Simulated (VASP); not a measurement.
TaN: single point with PBE

The system is TaN.

```
Ta N
1.0
     2.67915    0.00000    0.00000
    -1.33958    2.72967    0.00000
     0.00000    0.00000    7.01803
Ta N
2 2
Direct
  0.33333 0.66667 0.03049
  0.66667 0.33333 0.53049
  0.33333 0.66667 0.35451
  0.66667 0.33333 0.85451
```

This cell differs from its parent crystal: strain +e along x and -e along y -0.0750, strain +e along z and -e/2 along x and y +0.1500.

```yaml
Program: VASP 6.6.1
Task: single point
Functional: PBE
Potentials_or_basis: VASP PAW PBE potentials, release 64 (Ta_pv, N)
Cutoff: 520 eV
k_mesh: 15 × 15 × 8
Occupations: gaussian, width 0.15 eV
Spin: no spin polarisation
Dipole_correction: no
Further_INCAR_settings: ALGO = Normal; EDIFF = 1e-07; NBANDS = 24
```

The pressure is 8.0 GPa and the largest force is 2.031 eV/Å. The band gap on the k mesh is zero (bands 16 and 17 overlap by 0.46 eV).

Forces in eV/Å, atoms in the order of the input:
```
Ta   0.000  0.647  1.925
Ta   0.000 -0.647  1.925
N    0.000  0.647 -1.925
N    0.000 -0.647 -1.925
```

Stress tensor (GPa, compression positive):
```
 58.65   0.00   0.00
  0.00   4.88   0.00
  0.00   0.00 -39.51
```

Levels at points of the mesh, in eV from the Fermi level:
| k point | band 14 | band 15 | band 16 | band 17 | band 18 | band 19 |
| --- | --- | --- | --- | --- | --- | --- |
| (0.00, 0.00, 0.00) | -1.86 | -1.24 | -0.53 | 0.66 | 1.55 | 2.89 |
| (0.00, 0.00, 0.50) | -2.10 | -0.64 | -0.64 | 1.00 | 1.00 | 3.19 |

Run time: 2.7 min on 1 thread of AMD EPYC 9R45 96-Core Processor (Zen 5), with other jobs on the host, peak memory 0.4 GiB.

Caveat: the cell differs from its parent crystal (strain +e along x and -e along y -0.0750, strain +e along z and -e/2 along x and y +0.1500); the stress differs along the axes, from -40 to 59 GPa; spin-orbit coupling is left out, which moves the levels of the heavy elements; forces of over 1 eV/Å act on the atoms, so gaps and moduli don't describe the material at rest.
